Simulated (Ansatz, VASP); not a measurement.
Two plane-wave programs on Cd

File INCAR:

```
  ALGO = Fast
  EDIFF = 1E-6
  ENCUT = 520
  GGA = PE
  ISIF = 2
  ISMEAR = 0
  LASPH = True
  LCHARG = True
  LELF = True
  LREAL = False
  LVHAR = True
  LWAVE = False
  NBANDS = 12
  NELM = 60
  PREC = Accurate
  SIGMA = 0.15
```

KPOINTS

```
k-points
0
Gamma
  18 18 18
```

File POSCAR:

```
Cd
1.0
    0.0000000000      2.2841337375      2.2541534960
    2.1939675977      0.0000000000      2.2541534960
    2.1939675977      2.2841337375      0.0000000000
Cd
1
Direct
    0.0000000000      0.0000000000      0.0000000000
```

Input for Ansatz:

```yaml
crystal:
  lattice:
    - [0.0, 2.2841337375, 2.254153496]
    - [2.1939675977, 0.0, 2.254153496]
    - [2.1939675977, 2.2841337375, 0.0]
  atoms:
    - { symbol: Cd, position: [0.0, 0.0, 0.0] }
basis:
  ecutwfc: 420
kpoints:
  mp_grid: { grid: [18, 18, 18] }
hamiltonian:
  xc: pbe
scf:
  occupations: { method: gaussian, width: 0.15 }
output:
  forces: true
  stress: true
  eigenvalues: true
```

Change from the starting cell: normal strain along x -0.0267, normal strain along y +0.0133.

Alike in both runs: task single point; functional PBE; k mesh 18 × 18 × 18; occupations gaussian, width 0.15 eV; no spin polarisation.

|  | VASP | Ansatz |
| --- | --- | --- |
| version | VASP 6.6.1 | Ansatz 0.2.0 |
| potentials or method | VASP PAW PBE potentials, release 64 (Cd), cutoff 520 eV | scalar-relativistic, plane waves, PAW |
| valence electrons in the cell | 12 | 20 |

|  | VASP | Ansatz | Ansatz less VASP |
| --- | --- | --- | --- |
| gap on the k mesh at the Fermi level (eV) | none | none | - |
| pressure (GPa) | 0.8 | 0.5 | -0.31 |
| traceless stress, the component that is largest in VASP (GPa) | 0.56 | 0.55 | -0.006 |

A gap of «none» marks a metal or a gap that the smearing closes. VASP's potentials hold 12 valence electrons a cell and Ansatz's 20, so a difference there can come from the potentials and not from the codes.
